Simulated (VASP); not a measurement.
# TiO2 (I4_1/amd) in VASP: a series of runs, part 2 of 2

VASP 6.6.1.

### Step 3. Single point, r2SCAN

This run uses another cell than the first one, of 11.40 Å³/atom.

Contents of POSCAR:

```
TiO2
1.0
   -1.8888993383      1.8888993383      4.7917223664
    1.8888993383     -1.8888993383      4.7917223664
    1.8888993383      1.8888993383     -4.7917223664
Ti O
2 4
Direct
    0.0000000000      0.0000000000      0.0000000000
    0.7500000000      0.2500000000      0.5000000000
    0.2072852706      0.2072852706      0.0000000000
    0.9572852706      0.4572852706      0.5000000000
    0.5427147294      0.0427147294      0.5000000000
    0.7927147294      0.7927147294      0.0000000000
```

Contents of INCAR.step1:

```
SYSTEM = TiO2
ALGO = Normal
EDIFF = 1E-4
ENCUT = 520
GGA = PE
ISMEAR = 0
LASPH = .True.
LCHARG = .False.
LREAL = .False.
LWAVE = .True.
NBANDS = 33
NELM = 100
PREC = Accurate
SIGMA = 0.01
```

Contents of INCAR.step2:

```
SYSTEM = TiO2
ALGO = Normal
EDIFF = 1E-7
ENCUT = 520
ISIF = 2
ISMEAR = 0
ISTART = 1
LASPH = .True.
LCHARG = .False.
LMIXTAU = .True.
LREAL = .False.
LWAVE = .False.
METAGGA = R2SCAN
NBANDS = 33
NELM = 100
PREC = Accurate
SIGMA = 0.01
```

Contents of KPOINTS:

```
k-points
0
Gamma
  10 10 10
  0 0 0
```

Potentials or basis: VASP PAW PBE potentials, release 64 (Ti_sv, O).

Launch:

```bash
$ cat potpaw_PBE.64/Ti_sv/POTCAR potpaw_PBE.64/O/POTCAR > POTCAR
$ cp INCAR.step1 INCAR
$ mpirun -np 1 vasp_std > vasp.out
$ cp INCAR.step2 INCAR
$ mpirun -np 1 vasp_std > vasp.out
```

OUTCAR:

```text
SYSTEM = TiO2
   EDIFF = 1E-7
   ENCUT = 520
   ISIF = 2
   ISMEAR = 0
   ISTART = 1
   LASPH = .True.
   LREAL = .False.
   METAGGA = R2SCAN
   NELM = 100
   PREC = Accurate

 ion  position               nearest neighbor table
   1  0.000  0.000  0.000-   5 1.93   4 1.93   5 1.93   4 1.93   3 1.99   6 1.99
   2  0.750  0.250  0.500-   6 1.93   3 1.93   6 1.93   3 1.93   4 1.99   5 1.99
   3  0.207  0.207  0.000-   2 1.93   2 1.93   1 1.99
   4  0.957  0.457  0.500-   1 1.93   1 1.93   2 1.99
   5  0.543  0.043  0.500-   1 1.93   1 1.93   2 1.99
   6  0.793  0.793  0.000-   2 1.93   2 1.93   1 1.99

  LATTYP: Found a body centered tetragonal cell.
 ALAT       =     3.7777986766
 C/A-ratio  =     2.5367801604

  Lattice vectors:

 A1 = (  -1.8888993383,   1.8888993383,   4.7917223664)
 A2 = (   1.8888993383,  -1.8888993383,   4.7917223664)
 A3 = (   1.8888993383,   1.8888993383,  -4.7917223664)

Analysis of symmetry for initial positions (statically):
=====================================================================
 Subroutine PRICEL returns:
 Original cell was already a primitive cell.

 Routine SETGRP: Setting up the symmetry group for a
 body centered tetragonal supercell.

 Subroutine GETGRP returns: Found 16 space group operations
 (whereof  8 operations were pure point group operations)
 out of a pool of 16 trial point group operations.

The static configuration has the point symmetry D_2d.
 The point group associated with its full space group is D_4h.

Analysis of symmetry for dynamics (positions and initial velocities):
=====================================================================
 Subroutine PRICEL returns:
 Original cell was already a primitive cell.

 Routine SETGRP: Setting up the symmetry group for a
[... 133 lines left out ...]
   IMIX   =      4    mixing-type and parameters
     AMIX     =   0.40;   BMIX     =  1.00
     AMIX_MAG =   1.60;   BMIX_MAG =  1.00
  volume/ion in A,a.u.               =      11.40        76.92
  Fermi-wavevector in a.u.,A,eV,Ry     =   1.454897  2.749356 28.799783  2.116724
  Thomas-Fermi vector in A             =   2.571994
   LORBIT       =      0    0 simple, 1 ext, 2 COOP (PROOUT), +10 PAW based schemes
   METAGGA = R2SCAN    functional components
   LHFCALC =     F    Hartree Fock is set to
   AEXX    =    0.0000 exact exchange contribution
   IVDW    =     0    specifies the selected vdW correction
   LEPSILON=     F    determine dielectric tensor
   LRPA    =     F    only Hartree local field effects (RPA)
 non-spin polarized calculation
 Gauss-broadening in eV      SIGMA  =   0.01
  energy-cutoff  :      520.00
  volume of cell :       68.39
 maximum number of plane-waves:      1858
 NGX is ok and might be reduce to    42
   NGX = 21   NGY = 21   NGZ = 21

 number of electron      47.9999993 magnetization

 Free energy of the ion-electron system (eV)
  ---------------------------------------------------
  ext. energy  EPLUGINS =         0.00000000
  ---------------------------------------------------
  free energy    TOTEN  =       -69.85811440 eV

  energy without entropy =      -69.85811440  energy(sigma->0) =      -69.85811440

 E-fermi :   3.1058     XC(G=0): -11.4455

 val. band max:        3.0050374550   @ k =  -0.4000   0.4000   0.0000
 cond. band min:       5.5689826632   @ k =   0.0000   0.0000   0.0000
 fundamental gap:      2.5639452082
 Fermi energy:         3.1058232496

 k-point     1 :       0.0000    0.0000    0.0000
  band No.  band energies     occupation
      1     -55.5682      2.00000
      2     -55.5092      2.00000
      3     -30.9853      2.00000
      4     -30.7373      2.00000
      5     -30.7372      2.00000
      6     -30.6682      2.00000
[... 853 lines left out ...]
     32       9.8997      0.00000
     33      10.8238      0.00000

 [... further k-points ...]

------------------------ aborting loop because EDIFF is reached ----------------------------------------

  FORCE on cell =-STRESS in cart. coord.  units (eV):
  Direction    XX          YY          ZZ          XY          YZ          ZX
  --------------------------------------------------------------------------------------
  -------------------------------------------------------------------------------------
  Total        0.5553968      0.5553968      0.4642979      0.0000000     -0.0000000      0.0000000
  in kB       13.0120198     13.0120198     10.8777245      0.0000000     -0.0000000      0.0000000
  external PRESSURE =      12.3005880 kB  Pullay stress =       0.0000000 kB

 VOLUME and BASIS-vectors are now :
 -----------------------------------------------------------------------------
  energy-cutoff  :      520.00
  volume of cell :       68.39
      direct lattice vectors                 reciprocal lattice vectors
    -1.888899338  1.888899338  4.791722366     0.000000000  0.264704418  0.104346613
     1.888899338 -1.888899338  4.791722366     0.264704418  0.000000000  0.104346613
     1.888899338  1.888899338 -4.791722366     0.264704418  0.264704418  0.000000000

 POSITION                                       TOTAL-FORCE (eV/Angst)
 -----------------------------------------------------------------------------------
      0.00000      0.00000      0.00000         0.000000      0.000000     -0.000000
      0.00000      1.88890      2.39586         0.000000      0.000000      0.000000
      0.00000      0.00000      1.98651        -0.000000      0.000000      0.025913
      0.00000      1.88890      4.38237         0.000000     -0.000000      0.025913
      0.00000      1.88890      0.40935         0.000000     -0.000000     -0.025913
      0.00000      0.00000      7.59694        -0.000000      0.000000     -0.025913
 -----------------------------------------------------------------------------------
    total drift:                                0.000000      0.000000     -0.000000

  FREE ENERGIE OF THE ION-ELECTRON SYSTEM (eV)
  ---------------------------------------------------
  free  energy   TOTEN  =       -69.8581143955 eV

  energy  without entropy=      -69.8581143955  energy(sigma->0) =      -69.85811440
```

It took 43 min on 1 thread of Intel Xeon 8259CL, shared host; peak memory 0.39 GiB.

What came out:

* Free energy: -69.8581 eV
* Pressure: 1.2 GPa
* Largest force: 0.026 eV/Å
* Band gap on the k mesh: 2.56 eV (least direct gap 2.89 eV)

Forces on the atoms (eV/Å):
```
Ti   0.000  0.000  0.000
Ti   0.000  0.000  0.000
O    0.000  0.000  0.026
O    0.000  0.000  0.026
O    0.000  0.000 -0.026
O    0.000  0.000 -0.026
```

Stress tensor (GPa, compression positive):
```
1.30 0.00 0.00
0.00 1.30 0.00
0.00 0.00 1.09
```

Caveat: the PAW data sets were made with another functional, which shifts forces and pressure a little. A k mesh can miss the band edges.
